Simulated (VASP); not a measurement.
# W (Im-3m) in VASP: further runs

W is run at these levels: PBE; tasks: single point.

Everything below comes from runs of VASP 6.6.1. Logs are shortened: lines on timing, memory, paths and dates and some standing lists are left out, and cuts for length are marked.

### 1 The cell of the first run

The structure is cubic, space group Im-3m (No. 229). Conventional cell: a = 3.088 Å, b = 3.088 Å, c = 3.088 Å, α = 90.00°, β = 90.00°, γ = 90.00°. Within 3.5 Å of W (site symmetry m-3m) lie 14 W at 2.67 to 3.09 Å.

### 2 Single point, PBE

The input, INCAR:

```
SYSTEM = W
ALGO = Fast
EDIFF = 1E-6
ENCUT = 520
GGA = PE
ISIF = 2
ISMEAR = 0
LASPH = .TRUE.
LCHARG = .TRUE.
LELF = .TRUE.
LREAL = .FALSE.
LVHAR = .TRUE.
LWAVE = .FALSE.
NBANDS = 13
NELM = 100
PREC = Accurate
SIGMA = 0.15
```

The input, KPOINTS:

```
k-points
0
G
  20 20 20
  0 0 0
```

The input, POSCAR:

```
W
1.0
   -1.5440940974      1.5440940974      1.5440940974
    1.5440940974     -1.5440940974      1.5440940974
    1.5440940974      1.5440940974     -1.5440940974
W
1
Direct
    0.0000000000      0.0000000000      0.0000000000
```

Potentials or basis: VASP PAW PBE potentials, release 64 (W_sv).

Launch:

```sh
$ cat potpaw_PBE.64/W_sv/POTCAR > POTCAR
$ mpirun -np 1 vasp_std > vasp.out
```

OUTCAR:

```text
SYSTEM = W
   EDIFF = 1E-6
   ENCUT = 520
   GGA = PE
   ISIF = 2
   ISMEAR = 0
   LASPH = .TRUE.
   LREAL = .FALSE.
   NELM = 100
   PREC = Accurate

 ion  position               nearest neighbor table
   1  0.000  0.000  0.000-

  LATTYP: Found a body centered cubic cell.
 ALAT       =     3.0881881948

  Lattice vectors:

 A1 = (  -1.5440940974,   1.5440940974,   1.5440940974)
 A2 = (   1.5440940974,  -1.5440940974,   1.5440940974)
 A3 = (   1.5440940974,   1.5440940974,  -1.5440940974)

Analysis of symmetry for initial positions (statically):
=====================================================================
 Subroutine PRICEL returns:
 Original cell was already a primitive cell.

 Routine SETGRP: Setting up the symmetry group for a
 body centered cubic supercell.

 Subroutine GETGRP returns: Found 48 space group operations
 (whereof 48 operations were pure point group operations)
 out of a pool of 48 trial point group operations.

The static configuration has the point symmetry O_h .

Analysis of symmetry for dynamics (positions and initial velocities):
=====================================================================
 Subroutine PRICEL returns:
 Original cell was already a primitive cell.

 Routine SETGRP: Setting up the symmetry group for a
 body centered cubic supercell.

 Subroutine GETGRP returns: Found 48 space group operations
 (whereof 48 operations were pure point group operations)
 out of a pool of 48 trial point group operations.

The dynamic configuration has the point symmetry O_h .

 Subroutine INISYM returns: Found 48 space group operations
 (whereof 48 operations are pure point group operations),
 and found     1 'primitive' translations

----------------------------------------------------------------------------------------

                                     Primitive cell

  volume of cell :      14.7259

  direct lattice vectors                    reciprocal lattice vectors
    -1.544094097  1.544094097  1.544094097     0.000000000  0.323814462  0.323814462
     1.544094097 -1.544094097  1.544094097     0.323814462  0.000000000  0.323814462
     1.544094097  1.544094097 -1.544094097     0.323814462  0.323814462  0.000000000

  length of vectors
     2.674449428  2.674449428  2.674449428     0.457942804  0.457942804  0.457942804

  position of ions in fractional coordinates (direct lattice)
     0.000000000  0.000000000  0.000000000

  ion indices of the primitive-cell ions
   primitive index   ion index
                 1           1

----------------------------------------------------------------------------------------

 KPOINTS: k-points

Automatic generation of k-mesh.
 Grid dimensions read from file:
 generate k-points for:   20   20   20

 Generating k-lattice:

  Cartesian coordinates                     Fractional coordinates (reciprocal lattice)
     0.000000000  0.016190723  0.016190723     0.050000000  0.000000000  0.000000000
     0.016190723  0.000000000  0.016190723     0.000000000  0.050000000  0.000000000
     0.016190723  0.016190723  0.000000000     0.000000000  0.000000000  0.050000000

  Length of vectors
     0.022897140  0.022897140  0.022897140

  Shift w.r.t. Gamma in fractional coordinates (k-lattice)
     0.000000000  0.000000000  0.000000000

 Subroutine IBZKPT returns following result:
 ===========================================

 Found    256 irreducible k-points:

 Following reciprocal coordinates:
            Coordinates               Weight
  0.000000  0.000000  0.000000      1.000000
  0.050000  0.000000  0.000000     12.000000
  0.100000  0.000000  0.000000     12.000000
  0.150000  0.000000  0.000000     12.000000
  0.200000  0.000000  0.000000     12.000000
  0.250000  0.000000  0.000000     12.000000
[... 16 lines left out ...]
  0.200000  0.100000  0.000000     48.000000
  0.250000  0.100000  0.000000     48.000000
 [... further k-points ...]
   k-points           NKPTS =    256   k-points in BZ     NKDIM =    256   number of bands    NBANDS=     13
   number of dos      NEDOS =    301   number of ions     NIONS =      1
   total plane-waves  NPLWV =   8000
   dimension x,y,z NGX =    20 NGY =   20 NGZ =   20
   dimension x,y,z NGXF=    40 NGYF=   40 NGZF=   40
   ions per type =               1
   NGX,Y,Z   is equivalent  to a cutoff of  12.43, 12.43, 12.43 a.u.
   NGXF,Y,Z  is equivalent  to a cutoff of  24.86, 24.86, 24.86 a.u.
 SYSTEM =  W
   PREC   = accura    normal or accurate (medium, high low for compatibility)
   ISTART =      0    job   : 0-new  1-cont  2-samecut
   ICHARG =      2    charge: 1-file 2-atom 10-const
   ISPIN  =      1    spin polarized calculation?
   LNONCOLLINEAR =      F non collinear calculations
   LSORBIT =      F    spin-orbit coupling
   LASPH  =      T    aspherical Exc in radial PAW
   ENCUT  =  520.0 eV  38.22 Ry    6.18 a.u.   4.97  4.97  4.97*2*pi/ulx,y,z
   NELM   =    100;   NELMIN=  2; NELMDL= -5     # of ELM steps
   EDIFF  = 0.1E-05   stopping-criterion for ELM
   LREAL  =      F    real-space projection
   EDIFFG = 0.1E-04   stopping-criterion for IOM
   NSW    =      0    number of steps for IOM
   IBRION =     -1    ionic relax: 0-MD 1-quasi-New 2-CG
   NFREE  =      0    steps in history (QN), initial steepest desc. (CG)
   ISIF   =      2    stress and relaxation
   ISYM   =      2    0-nonsym 1-usesym 2-fastsym
   POTIM  = 0.5000    time-step for ionic-motion
   TEBEG  =    0.0;   TEEND  =   0.0 temperature during run
   PSTRESS=    0.0 pullay stress
   NELECT =      14.0000    total number of electrons
   NUPDOWN=      -1.0000    fix difference up-down
   EMIN   =  10.00;   EMAX   =-10.00  energy-range for DOS
   EFERMI =   0.00;   METHOD = LEGACY
   ISMEAR =     0;   SIGMA  =   0.15  broadening in eV -4-tet -1-fermi 0-gaus
   EFERMI_NEDOS =   21; number of points for ismear=-14 and -15
   IALGO  =     68    algorithm
   IMIX   =      4    mixing-type and parameters
     AMIX     =   0.40;   BMIX     =  1.00
     AMIX_MAG =   1.60;   BMIX_MAG =  1.00
  volume/ion in A,a.u.               =      14.73        99.38
  Fermi-wavevector in a.u.,A,eV,Ry     =   1.609745  3.041977 35.256490  2.591279
  Thomas-Fermi vector in A             =   2.705406
   LORBIT       =      0    0 simple, 1 ext, 2 COOP (PROOUT), +10 PAW based schemes
   GGA     = PE    functional components
   LHFCALC =     F    Hartree Fock is set to
   AEXX    =    0.0000 exact exchange contribution
   IVDW    =     0    specifies the selected vdW correction
   LEPSILON=     F    determine dielectric tensor
   LRPA    =     F    only Hartree local field effects (RPA)
 non-spin polarized calculation
 RMM-DIIS sequential band-by-band and
 Gauss-broadening in eV      SIGMA  =   0.15
  energy-cutoff  :      520.00
  volume of cell :       14.73
 maximum number of plane-waves:       420
   NGX =  9   NGY =  9   NGZ =  9

 number of electron      13.9999997 magnetization

 Free energy of the ion-electron system (eV)
  ---------------------------------------------------
  ext. energy  EPLUGINS =         0.00000000
  ---------------------------------------------------
  free energy    TOTEN  =       -12.81699835 eV

  energy without entropy =      -12.81308461  energy(sigma->0) =      -12.81504148

 E-fermi :  12.6057     XC(G=0): -14.0641

 val. band max:       12.6045520209   @ k =   0.4500   0.1000  -0.0000
 cond. band min:      12.6229247098   @ k =  -0.3000   0.3500   0.2000
 fundamental gap:      0.0183726889
 Fermi energy:        12.6057381484

 k-point     1 :       0.0000    0.0000    0.0000
  band No.  band energies     occupation
      1     -61.5601      2.00000
      2     -24.9953      2.00000
      3     -24.9953      2.00000
      4     -24.9953      2.00000
      5       2.5042      2.00000
      6      11.1776      2.00000
      7      11.1776      2.00000
      8      11.1776      2.00000
      9      14.9765      0.00000
     10      14.9765      0.00000
     11      27.2194      0.00000
     12      27.2194      0.00000
     13      27.2194      0.00000

 k-point     2 :       0.0500    0.0000    0.0000
  band No.  band energies     occupation
      1     -61.5556      2.00000
      2     -25.0394      2.00000
      3     -25.0087      2.00000
      4     -24.9956      2.00000
      5       2.6378      2.00000
      6      11.0938      2.00000
      7      11.1593      2.00000
      8      11.3068      2.00000
      9      14.8348      0.00000
     10      14.9758      0.00000
     11      27.3390      0.00000
     12      27.4444      0.00000
     13      27.5706      0.00000

 k-point     3 :       0.1000    0.0000    0.0000
  band No.  band energies     occupation
      1     -61.5425      2.00000
      2     -25.1660      2.00000
      3     -25.0475      2.00000
      4     -24.9965      2.00000
      5       3.0250      2.00000
      6      10.8596      2.00000
      7      11.0838      2.00000
      8      11.6909      2.00000
      9      14.5158      0.00000
     10      14.9799      0.00000
     11      27.6571      0.00000
     12      28.1015      0.00000
     13      28.5019      0.00000
[... 305 lines left out ...]
 k-point    23 :       0.2000    0.1000    0.0000
  band No.  band energies     occupation
      1     -61.4589      2.00000
      2     -25.8984      2.00000
      3     -25.2702      2.00000
      4     -25.0566      2.00000
      5       5.4033      2.00000
      6       9.7279      2.00000
      7      10.1564      2.00000
      8      13.9175      0.00000
      9      14.8034      0.00000
     10      15.5362      0.00000
     11      28.1226      0.00000
     12      29.8328      0.00000
     13      31.6878      0.00000

 k-point    24 :       0.2500    0.1000    0.0000
  band No.  band energies     occupation
      1     -61.4315      2.00000
      2     -26.1158      2.00000
      3     -25.3636      2.00000
      4     -25.0612      2.00000
      5       5.9568      2.00000
      6       9.3736      2.00000
      7      10.2720      2.00000
      8      14.1657      0.00000
      9      15.6897      0.00000
     10      16.0548      0.00000
     11      27.0683      0.00000
     12      29.0208      0.00000
     13      32.9153      0.00000

 [... further k-points ...]

------------------------ aborting loop because EDIFF is reached ----------------------------------------

  FORCE on cell =-STRESS in cart. coord.  units (eV):
  Direction    XX          YY          ZZ          XY          YZ          ZX
  --------------------------------------------------------------------------------------
  -------------------------------------------------------------------------------------
  Total        3.1692627      3.1692627      3.1692627      0.0000000      0.0000000     -0.0000000
  in kB      344.8161032    344.8161032    344.8161032      0.0000000      0.0000000     -0.0000000
  external PRESSURE =     344.8161032 kB  Pullay stress =       0.0000000 kB

 VOLUME and BASIS-vectors are now :
 -----------------------------------------------------------------------------
  energy-cutoff  :      520.00
  volume of cell :       14.73
      direct lattice vectors                 reciprocal lattice vectors
    -1.544094097  1.544094097  1.544094097     0.000000000  0.323814462  0.323814462
     1.544094097 -1.544094097  1.544094097     0.323814462  0.000000000  0.323814462
     1.544094097  1.544094097 -1.544094097     0.323814462  0.323814462  0.000000000

 POSITION                                       TOTAL-FORCE (eV/Angst)
 -----------------------------------------------------------------------------------
      0.00000      0.00000      0.00000        -0.000000     -0.000000      0.000000
 -----------------------------------------------------------------------------------
    total drift:                                0.000000      0.000000      0.000000

  FREE ENERGIE OF THE ION-ELECTRON SYSTEM (eV)
  ---------------------------------------------------
  free  energy   TOTEN  =       -12.8169983542 eV

  energy  without entropy=      -12.8130846135  energy(sigma->0) =      -12.81504148
```

Wall time 17 s (1 thread of Intel Xeon 6975P-C (Granite Rapids), shared host); peak memory 0.16 GiB.

Results:

```
Free energy            : -12.8170 eV
Pressure               : 34.5 GPa
Band gap on the k mesh : zero (band 7 reaches 18.26 eV, above the bottom of band 8 at 11.18 eV)
```

Caveat: spin-orbit coupling is left out, which moves the levels of the heavy elements.

### 3 Single point, PBE

This run uses another cell than the first one, of 15.19 Å³/atom, 1.031 times its volume.

The input, INCAR:

```
PREC = Accurate
ENCUT = 520
EDIFF = 1E-6
ISMEAR = 0
SIGMA = 0.15
LREAL = False
LASPH = True
NELM = 100
ALGO = Fast
ISIF = 2
LWAVE = False
LCHARG = False
GGA = PE
NBANDS = 13
```

The input, KPOINTS:

```
Automatic mesh
0
Gamma
  20 20 20
```

The input, POSCAR:

```
W
1.0
   -1.5600125932      1.5600125932      1.5600125932
    1.5600125932     -1.5600125932      1.5600125932
    1.5600125932      1.5600125932     -1.5600125932
W
1
Direct
    0.0000000000      0.0000000000      0.0000000000
```

Potentials or basis: VASP PAW PBE potentials, release 64 (W_sv).

Launch:

```sh
$ cat potpaw_PBE.64/W_sv/POTCAR > POTCAR
$ mpirun -np 1 vasp_std > vasp.out
```

Run time: 20 s. Hardware: 1 thread of Intel Xeon 6975P-C (Granite Rapids), shared host; peak memory 0.15 GiB.

Results (log left out):

| Quantity | Value |
| --- | --- |
| Free energy | -12.8975 eV |
| Pressure | 21.7 GPa |
| Band gap on the k mesh | zero (band 7 reaches 17.56 eV, above the bottom of band 8 at 10.77 eV) |

Levels at points of the mesh, in eV from the Fermi level:
```tsv
k point	band 4	band 5	band 6	band 7	band 8	band 9	band 10	band 11
(0.00, 0.00, 0.00)	-37.68	-9.92	-1.36	-1.36	-1.36	2.31	2.31	14.56
(0.50, 0.00, 0.00)	-37.69	-6.61	-3.83	0.79	2.23	3.27	6.49	11.55
(0.50, 0.50, 0.50)	-38.71	-6.24	-6.24	5.43	5.43	5.43	8.56	8.56
```

Caveat: spin-orbit coupling is left out, which moves the levels of the heavy elements.

### 4 Single point, PBE

This run uses another cell than the first one, of 15.66 Å³/atom, 1.063 times its volume.

The input, INCAR:

```
SYSTEM = W
ALGO = Fast ; EDIFF = 1E-7
ENCUT = 520 ; GGA = PE
ISIF = 2 ; ISMEAR = 0
LASPH = .True. ; LCHARG = .True.
LELF = .True. ; LREAL = .False.
LVHAR = .True. ; LWAVE = .False.
NBANDS = 13 ; NELM = 80
PREC = Accurate ; SIGMA = 0.15
```

The input, KPOINTS:

```
k-points
0
Gamma
  20 20 20
  0 0 0
```

The input, POSCAR:

```
W
1.0
   -1.5759310891      1.5759310891      1.5759310891
    1.5759310891     -1.5759310891      1.5759310891
    1.5759310891      1.5759310891     -1.5759310891
W
1
Direct
    0.0000000000      0.0000000000      0.0000000000
```

Launch:

```sh
$ cat potpaw_PBE.64/W_sv/POTCAR > POTCAR
$ mpirun -np 1 vasp_std > vasp.out
```

Run time: 20 s. Hardware: 1 thread of Intel Xeon 6975P-C (Granite Rapids), shared host; peak memory 0.15 GiB.

The run converged. Its results:

```yaml
Free_energy: -12.9444 eV
Pressure: 10.4 GPa
Band_gap_on_the_k_mesh: zero (band 7 reaches 16.88 eV, above the bottom of band 8 at 10.37 eV)
```

Levels at points of the mesh, in eV from the Fermi level:
```csv
k point,band 3,band 4,band 5,band 6,band 7,band 8,band 9,band 10,band 11,band 12
"(0.00, 0.00, 0.00)",-37.76,-37.76,-9.75,-1.30,-1.30,-1.30,2.25,2.25,14.50,14.50
"(0.50, 0.00, 0.00)",-38.19,-37.77,-6.40,-3.67,0.68,2.15,3.14,6.22,11.24,11.48
"(0.50, 0.50, 0.50)",-38.70,-38.70,-5.98,-5.98,5.21,5.21,5.21,8.30,8.30,8.30
```

Caveat: spin-orbit coupling is left out, which moves the levels of the heavy elements.

### 5 Overview

```csv
cell,further INCAR settings,gap on the mesh (eV),pressure (GPa)
"a = 2.674 Å, angles 109.5°, 1 atom",ALGO = Fast; EDIFF = 1e-06; NBANDS = 13,none,34.5
"a = 2.702 Å, angles 109.5°, 1 atom",ALGO = Fast; EDIFF = 1e-06; NBANDS = 13,none,21.7
"a = 2.730 Å, angles 109.5°, 1 atom",ALGO = Fast; EDIFF = 1e-07; NBANDS = 13,none,10.4
```

Alike in all rows: task single point; level PBE; potentials or basis VASP PAW PBE potentials, release 64 (W_sv); no spin polarisation; k mesh 20 × 20 × 20; cutoff (eV) 520; smearing gaussian 0.15 eV.

Caveats: spin-orbit coupling is left out, which moves the levels of the heavy elements.

Total energies depend on the potentials used, so only differences within one code and one set of settings carry meaning.
